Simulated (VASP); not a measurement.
# Ru (P6_3/mmc) in VASP: settings compared

Aim: see how the results for Ru move with the level of theory and the settings. Levels: PBEsol, PBE, RPBE. Tasks: single point.

Program: VASP 6.6.1. These are calculated values, not measurements. Logs are shortened: lines on timing, memory, paths and dates and some standing lists are left out, and cuts for length are marked.

## Step 1: The cell of the first run

Symmetry: P6_3/mmc, No. 194, hexagonal system. Conventional cell: a = 2.689 Å, b = 2.689 Å, c = 4.254 Å, α = 90.00°, β = 90.00°, γ = 120.00°. Within 3.5 Å of Ru (site symmetry -6m2) lie 12 Ru at 2.63 to 2.69 Å.

## Step 2: Single point, PBEsol

Contents of INCAR:

```
SYSTEM = Ru
ALGO = Normal
EDIFF = 1E-7
ENCUT = 520
GGA = PS
ISIF = 2
ISMEAR = -1
LASPH = .TRUE.
LCHARG = .FALSE.
LREAL = .FALSE.
LWAVE = .FALSE.
NBANDS = 21
NELM = 100
PREC = Accurate
SIGMA = 0.05
```

Contents of KPOINTS:

```
k-points
0
G
  11 11 6
  0 0 0
```

Contents of POSCAR:

```
Ru
1.0
    2.6893105295      0.0000000000      0.0000000000
   -1.3446552647      2.3290112372      0.0000000000
    0.0000000000      0.0000000000      4.2541537442
Ru
2
Direct
    0.6666666667      0.3333333333      0.7500000000
    0.3333333333      0.6666666667      0.2500000000
```

Potentials or basis: VASP PAW PBE potentials, release 64 (Ru_pv).

Started as:

```sh
> cat potpaw_PBE.64/Ru_pv/POTCAR > POTCAR
> mpirun -np 1 vasp_std > vasp.out
```

OUTCAR:

```text
SYSTEM = Ru
   EDIFF = 1E-7
   ENCUT = 520
   GGA = PS
   ISIF = 2
   ISMEAR = -1
   LASPH = .TRUE.
   LREAL = .FALSE.
   NELM = 100
   PREC = Accurate

 ion  position               nearest neighbor table
   1  0.667  0.333  0.750-   2 2.63   2 2.63   2 2.63   2 2.63   2 2.63   2 2.63
   2  0.333  0.667  0.250-   1 2.63   1 2.63   1 2.63   1 2.63   1 2.63   1 2.63

  LATTYP: Found a hexagonal cell.
 ALAT       =     2.6893105295
 C/A-ratio  =     1.5818752418

  Lattice vectors:

 A1 = (   2.6893105295,   0.0000000000,   0.0000000000)
 A2 = (  -1.3446552647,   2.3290112372,   0.0000000000)
 A3 = (   0.0000000000,   0.0000000000,   4.2541537442)

Analysis of symmetry for initial positions (statically):
=====================================================================
 Subroutine PRICEL returns:
 Original cell was already a primitive cell.

 Routine SETGRP: Setting up the symmetry group for a
 hexagonal supercell.

 Subroutine GETGRP returns: Found 24 space group operations
 (whereof 12 operations were pure point group operations)
 out of a pool of 24 trial point group operations.

The static configuration has the point symmetry D_3d.
 The point group associated with its full space group is D_6h.

Analysis of symmetry for dynamics (positions and initial velocities):
=====================================================================
 Subroutine PRICEL returns:
 Original cell was already a primitive cell.

 Routine SETGRP: Setting up the symmetry group for a
 hexagonal supercell.

 Subroutine GETGRP returns: Found 24 space group operations
 (whereof 12 operations were pure point group operations)
 out of a pool of 24 trial point group operations.

The dynamic configuration has the point symmetry D_3d.
 The point group associated with its full space group is D_6h.

 Subroutine INISYM returns: Found 24 space group operations
 (whereof 12 operations are pure point group operations),
 and found     1 'primitive' translations

----------------------------------------------------------------------------------------

                                     Primitive cell

  volume of cell :      26.6456

  direct lattice vectors                    reciprocal lattice vectors
     2.689310530  0.000000000  0.000000000     0.371842518  0.214683378  0.000000000
    -1.344655265  2.329011237  0.000000000     0.000000000  0.429366756  0.000000000
     0.000000000  0.000000000  4.254153744     0.000000000  0.000000000  0.235064377

  length of vectors
     2.689310530  2.689310529  4.254153744     0.429366756  0.429366756  0.235064377

  position of ions in fractional coordinates (direct lattice)
     0.666666667  0.333333333  0.750000000
     0.333333333  0.666666667  0.250000000

  ion indices of the primitive-cell ions
   primitive index   ion index
                 1           1
                 2           2

----------------------------------------------------------------------------------------

 KPOINTS: k-points

Automatic generation of k-mesh.
 Grid dimensions read from file:
 generate k-points for:   11   11    6

 Generating k-lattice:

  Cartesian coordinates                     Fractional coordinates (reciprocal lattice)
     0.033803865  0.019516671  0.000000000     0.090909091  0.000000000  0.000000000
     0.000000000  0.039033341  0.000000000     0.000000000  0.090909091  0.000000000
     0.000000000  0.000000000  0.039177396     0.000000000  0.000000000  0.166666667

  Length of vectors
     0.039033341  0.039033341  0.039177396

  Shift w.r.t. Gamma in fractional coordinates (k-lattice)
     0.000000000  0.000000000  0.000000000

 Subroutine IBZKPT returns following result:
 ===========================================

 Found     64 irreducible k-points:

 Following reciprocal coordinates:
            Coordinates               Weight
  0.000000  0.000000  0.000000      1.000000
  0.090909  0.000000  0.000000      6.000000
  0.181818 -0.000000  0.000000      6.000000
  0.272727  0.000000  0.000000      6.000000
  0.363636 -0.000000  0.000000      6.000000
  0.454545 -0.000000  0.000000      6.000000
[... 16 lines left out ...]
  0.090909  0.090909  0.166667     12.000000
  0.181818  0.090909  0.166667     24.000000
 [... further k-points ...]
   k-points           NKPTS =     64   k-points in BZ     NKDIM =     64   number of bands    NBANDS=     21
   number of dos      NEDOS =    301   number of ions     NIONS =      2
   total plane-waves  NPLWV =  12800
   dimension x,y,z NGX =    20 NGY =   20 NGZ =   32
   dimension x,y,z NGXF=    40 NGYF=   40 NGZF=   64
   ions per type =               2
   NGX,Y,Z   is equivalent  to a cutoff of  12.36, 12.36, 12.51 a.u.
   NGXF,Y,Z  is equivalent  to a cutoff of  24.73, 24.73, 25.01 a.u.
 SYSTEM =  Ru
   PREC   = accura    normal or accurate (medium, high low for compatibility)
   ISTART =      0    job   : 0-new  1-cont  2-samecut
   ICHARG =      2    charge: 1-file 2-atom 10-const
   ISPIN  =      1    spin polarized calculation?
   LNONCOLLINEAR =      F non collinear calculations
   LSORBIT =      F    spin-orbit coupling
   LASPH  =      T    aspherical Exc in radial PAW
   ENCUT  =  520.0 eV  38.22 Ry    6.18 a.u.   5.00  5.00  7.91*2*pi/ulx,y,z
   NELM   =    100;   NELMIN=  2; NELMDL= -5     # of ELM steps
   EDIFF  = 0.1E-06   stopping-criterion for ELM
   LREAL  =      F    real-space projection
   EDIFFG = 0.1E-05   stopping-criterion for IOM
   NSW    =      0    number of steps for IOM
   IBRION =     -1    ionic relax: 0-MD 1-quasi-New 2-CG
   NFREE  =      0    steps in history (QN), initial steepest desc. (CG)
   ISIF   =      2    stress and relaxation
   ISYM   =      2    0-nonsym 1-usesym 2-fastsym
   POTIM  = 0.5000    time-step for ionic-motion
   TEBEG  =    0.0;   TEEND  =   0.0 temperature during run
   PSTRESS=    0.0 pullay stress
   NELECT =      28.0000    total number of electrons
   NUPDOWN=      -1.0000    fix difference up-down
   EMIN   =  10.00;   EMAX   =-10.00  energy-range for DOS
   EFERMI =   0.00;   METHOD = LEGACY
   ISMEAR =    -1;   SIGMA  =   0.05  broadening in eV -4-tet -1-fermi 0-gaus
   EFERMI_NEDOS =   21; number of points for ismear=-14 and -15
   IALGO  =     38    algorithm
   IMIX   =      4    mixing-type and parameters
     AMIX     =   0.40;   BMIX     =  1.00
     AMIX_MAG =   1.60;   BMIX_MAG =  1.00
  volume/ion in A,a.u.               =      13.32        89.91
  Fermi-wavevector in a.u.,A,eV,Ry     =   1.664379  3.145221 37.690288  2.770158
  Thomas-Fermi vector in A             =   2.750933
   LORBIT       =      0    0 simple, 1 ext, 2 COOP (PROOUT), +10 PAW based schemes
   GGA     = PS    functional components
   LHFCALC =     F    Hartree Fock is set to
   AEXX    =    0.0000 exact exchange contribution
   IVDW    =     0    specifies the selected vdW correction
   LEPSILON=     F    determine dielectric tensor
   LRPA    =     F    only Hartree local field effects (RPA)
 non-spin polarized calculation
  energy-cutoff  :      520.00
  volume of cell :       26.65
 maximum number of plane-waves:       735
 NGX is ok and might be reduce to    20
   NGX =  9   NGY =  9   NGZ = 15

 number of electron      27.9999998 magnetization

 Free energy of the ion-electron system (eV)
  ---------------------------------------------------
  ext. energy  EPLUGINS =         0.00000000
  ---------------------------------------------------
  free energy    TOTEN  =       -20.33817660 eV

  energy without entropy =      -20.32176333  energy(sigma->0) =      -20.32996997

 E-fermi :  12.9758     XC(G=0): -14.3982

 val. band max:       12.9734064669   @ k =   0.3636  -0.0000   0.3333
 cond. band min:      12.9963337012   @ k =   0.2727   0.1818   0.1667
 fundamental gap:      0.0229272343
 Fermi energy:        12.9758041228

 k-point     1 :       0.0000    0.0000    0.0000
  band No.  band energies     occupation
      1     -30.6299      2.00000
      2     -29.6303      2.00000
      3     -29.6303      2.00000
      4     -29.4486      2.00000
      5     -29.4486      2.00000
      6     -29.4049      2.00000
[... 13 lines left out ...]
     20      23.3040      0.00000
     21      23.6031      0.00000

 k-point     2 :       0.0909    0.0000    0.0000
  band No.  band energies     occupation
      1     -30.5999      2.00000
      2     -29.6940      2.00000
      3     -29.6517      2.00000
      4     -29.5150      2.00000
      5     -29.4573      2.00000
      6     -29.4189      2.00000
[... 13 lines left out ...]
     20      23.3039      0.00000
     21      23.5605      0.00000

 k-point     3 :       0.1818   -0.0000    0.0000
  band No.  band energies     occupation
      1     -30.5147      2.00000
      2     -29.8649      2.00000
      3     -29.7071      2.00000
      4     -29.6886      2.00000
      5     -29.4823      2.00000
      6     -29.4610      2.00000
[... 13 lines left out ...]
     20      23.3038      0.00000
     21      23.4384      0.00000

 k-point     4 :       0.2727    0.0000    0.0000
  band No.  band energies     occupation
      1     -30.3885      2.00000
      2     -30.0886      2.00000
      3     -29.9069      2.00000
      4     -29.7763      2.00000
      5     -29.5305      2.00000
      6     -29.5177      2.00000
[... 13 lines left out ...]
     20      23.3034      0.00000
     21      23.3482      0.00000

 k-point     5 :       0.3636   -0.0000    0.0000
  band No.  band energies     occupation
      1     -30.2935      2.00000
      2     -30.2459      2.00000
      3     -30.0994      2.00000
      4     -29.8376      2.00000
      5     -29.6207      2.00000
      6     -29.5519      2.00000
[... 13 lines left out ...]
     20      23.3040      0.00000
     21      23.3465      0.00000
[... 382 lines left out ...]
     20      23.3031      0.00000
     21      24.3075      0.00000

 k-point    22 :       0.4545   -0.0000    0.1667
  band No.  band energies     occupation
      1     -30.4757      2.00000
      2     -30.2801      2.00000
      3     -30.0250      2.00000
      4     -29.8534      2.00000
      5     -29.6754      2.00000
      6     -29.5932      2.00000
[... 13 lines left out ...]
     20      23.3008      0.00000
     21      23.7677      0.00000

 k-point    23 :       0.0909    0.0909    0.1667
  band No.  band energies     occupation
      1     -30.4821      2.00000
      2     -29.7759      2.00000
      3     -29.7287      2.00000
      4     -29.6460      2.00000
      5     -29.4985      2.00000
      6     -29.4747      2.00000
[... 13 lines left out ...]
     20      23.3038      0.00000
     21      24.8418      0.00000

 k-point    24 :       0.1818    0.0909    0.1667
  band No.  band energies     occupation
      1     -30.4075      2.00000
      2     -29.9475      2.00000
      3     -29.8956      2.00000
      4     -29.7290      2.00000
      5     -29.5471      2.00000
      6     -29.5116      2.00000
[... 13 lines left out ...]
     20      23.3036      0.00000
     21      24.9380      0.00000

 [... further k-points ...]

------------------------ aborting loop because EDIFF is reached ----------------------------------------

  FORCE on cell =-STRESS in cart. coord.  units (eV):
  Direction    XX          YY          ZZ          XY          YZ          ZX
  --------------------------------------------------------------------------------------
  -------------------------------------------------------------------------------------
  Total       -0.0159892     -0.0159892     -0.0039748     -0.0000000      0.0000000      0.0000000
  in kB       -0.9614168     -0.9614168     -0.2389991     -0.0000000      0.0000000      0.0000000
  external PRESSURE =      -0.7206109 kB  Pullay stress =       0.0000000 kB

 VOLUME and BASIS-vectors are now :
 -----------------------------------------------------------------------------
  energy-cutoff  :      520.00
  volume of cell :       26.65
      direct lattice vectors                 reciprocal lattice vectors
     2.689310530  0.000000000  0.000000000     0.371842518  0.214683378  0.000000000
    -1.344655265  2.329011237  0.000000000     0.000000000  0.429366756  0.000000000
     0.000000000  0.000000000  4.254153744     0.000000000  0.000000000  0.235064377

 POSITION                                       TOTAL-FORCE (eV/Angst)
 -----------------------------------------------------------------------------------
      1.34466      0.77634      3.19062        -0.000000     -0.000000      0.000000
     -0.00000      1.55267      1.06354         0.000000      0.000000      0.000000
 -----------------------------------------------------------------------------------
    total drift:                                0.000000     -0.000000      0.000000

  FREE ENERGIE OF THE ION-ELECTRON SYSTEM (eV)
  ---------------------------------------------------
  free  energy   TOTEN  =       -20.3381766046 eV

  energy  without entropy=      -20.3217633274  energy(sigma->0) =      -20.32996997
```

It took 52 s on 1 thread of Intel Xeon 8259CL, shared host; peak memory 0.15 GiB.

Results:

| Property | Result |
| --- | --- |
| Free energy | -20.3382 eV |
| Pressure | -0.1 GPa |
| Band gap on the k mesh | zero (bands 14 and 15 overlap by 3.17 eV) |

Levels at points of the mesh, in eV from the Fermi level:
```csv
k point,band 10,band 11,band 12,band 13,band 14,band 15,band 16,band 17,band 18,band 19
"(0.00, 0.00, 0.00)",-2.61,-2.43,-1.90,-1.90,-1.36,-1.36,1.30,1.30,1.33,10.29
"(0.00, 0.00, 0.50)",-2.78,-2.78,-2.78,-2.73,-2.73,0.64,0.64,0.64,0.64,10.33
```

Caveat: the PAW data sets were made with another functional, which shifts forces and pressure a little.

(Continued in part 2 of 2.)
